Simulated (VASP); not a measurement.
Input of a VASP 6.6.1 run:

File INCAR:

```
SYSTEM = Lu
  ALGO = Normal
  EDIFF = 1E-7
  ENCUT = 520
  GGA = PS
  ISIF = 2
  ISMEAR = -1
  LASPH = .True.
  LCHARG = .False.
  LREAL = .False.
  LWAVE = .False.
  NBANDS = 32
  NELM = 80
  PREC = Accurate
  SIGMA = 0.1
```

The input KPOINTS:

```
k-points
0
Gamma
  17 17 10
  0 0 0
```

The input POSCAR:

```
Lu
1.0
    3.3973705417      0.0000000000      0.0000000000
   -1.6986852709      2.9422091952      0.0000000000
    0.0000000000      0.0000000000      5.2893975001
Lu
2
Direct
    0.3333333333      0.6666666667      0.2500000000
    0.6666666667      0.3333333333      0.7500000000
```

Potentials or basis: VASP PAW PBE potentials, release 64 (Lu).

Run with:

```bash
$ cat potpaw_PBE.64/Lu/POTCAR > POTCAR
$ mpirun -np 1 vasp_std > vasp.out
```

Question: Estimate the pressure.

Answer: 2.4 GPa.

Question: Estimate the band gap on the k mesh.

Answer: Zero (bands 25 and 26 overlap by 1.92 eV).

Stress tensor (GPa, compression positive):
```
2.37 0.00 0.00
0.00 2.37 0.00
0.00 0.00 2.46
```

Caveat: the PAW data sets were made with another functional, which shifts forces and pressure a little; spin-orbit coupling is left out, which moves the levels of the heavy elements.
